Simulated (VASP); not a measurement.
Set up this calculation in VASP 6.6.1, as the native input.

```
Task                   : relaxation of cell and atoms
Functional             : PBE
Potentials or basis    : VASP PAW PBE potentials, release 64 (Cd, Se)
Cutoff                 : 600 eV
k mesh                 : 4 × 4 × 4
Occupations            : gaussian, width 0.1 eV
Spin                   : no spin polarisation
Dipole correction      : no
Further INCAR settings : ALGO = Normal; EDIFF = 1e-06; IBRION = 2; EDIFFG = -0.04; NSW = 90; ISIF = 3
```

The structure of Cd4Se lies in POSCAR:

```
Cd4Se
1.0
   -3.1201491400      3.1201491400      3.1201491400
    3.1201491400     -3.1201491400      3.1201491400
    3.1201491400      3.1201491400     -3.1201491400
Cd Se
4 1
Direct
    0.0000000000      0.0000000000      0.5000000000
    0.0000000000      0.5000000000      0.0000000000
    0.5000000000      0.0000000000      0.0000000000
    0.5000000000      0.5000000000      0.5000000000
    0.0000000000      0.0000000000      0.0000000000
```

These files were run (other wordings do the same):

INCAR

```
SYSTEM = Cd4Se
PREC = Accurate
ENCUT = 600
EDIFF = 1E-6
ISMEAR = 0
SIGMA = 0.1
LREAL = .FALSE.
LASPH = .TRUE.
NELM = 100
ALGO = Normal
ISIF = 3
LWAVE = .FALSE.
LCHARG = .FALSE.
GGA = PE
IBRION = 2
NSW = 90
EDIFFG = -0.04
```

KPOINTS

```
regular mesh
0
G
  4 4 4
  0 0 0
```

Potentials or basis: VASP PAW PBE potentials, release 64 (Cd, Se).

The run is started by

```sh
$ cat potpaw_PBE.64/Cd/POTCAR potpaw_PBE.64/Se/POTCAR > POTCAR
$ mpirun -np 1 vasp_std > vasp.out
```

Results of the run:

```
Relaxed volume                         : 28.82 Å³/atom
Relaxed cell                           : a = 5.721 Å, b = 5.721 Å, c = 5.721 Å, α = 109.47°, β = 109.47°, γ = 109.47°
Space group after relaxing (to 0.05 Å) : Im-3m (No. 229)
Energy gained by relaxing              : 93.0 meV/atom
Ionic steps                            : 2
Pressure after relaxing                : 0.1 GPa
Band gap on the k mesh                 : zero (band 27 reaches 2.63 eV, above the bottom of band 28 at 0.68 eV)
```

Caveat: the volume moved by over 15 % at a fixed basis, so the end points are rough.

It took 41 s on 1 thread of Intel(R) Xeon(R) 6975P-C (Granite Rapids), on a shared host, peak memory 0.34 GiB.
